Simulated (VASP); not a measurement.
Crystal: TiO2.

```xyz
6
Lattice="2.7060 -2.7067 0.0000 2.7060 2.7067 0.0000 -2.6335 0.0000 4.7966" Properties=species:S:1:pos:R:3 pbc="T T T"
Ti    0.7309   -1.9807    3.5975
Ti    2.0477    1.9807    1.1992
O     0.6963    0.6563    0.8018
O     2.0823   -0.6563    3.9949
O     3.3990    0.6563    1.5966
O    -0.6205   -0.6563    3.2001
```

Base run:

- Program: VASP 6.6.1
- Functional: PBE
- Potentials or basis: VASP PAW PBE potentials, release 64 (Ti_sv, O)
- Cutoff: 520 eV
- k mesh: 8 × 8 × 6
- Occupations: fermi-dirac, width 0.05 eV
- Spin: no spin polarisation

Its results: band gap on the k mesh 2.05 eV (least direct gap 2.39 eV); pressure -1.0 GPa; largest force 0.105 eV/Å.

The run is repeated on the same cell with these changes: functional from PBE to PBEsol. What comes out?

Band gap on the k mesh 2.01 eV (least direct gap 2.35 eV); pressure -6.9 GPa; largest force 0.214 eV/Å.

PBEsol binds more tightly than PBE, so the same cell stands under less pressure.

Caveats: the cell stands under tension (at least some runs); the PAW data sets were made with another functional, which shifts forces and pressure a little (at least some runs).

A k mesh can miss the band edges.
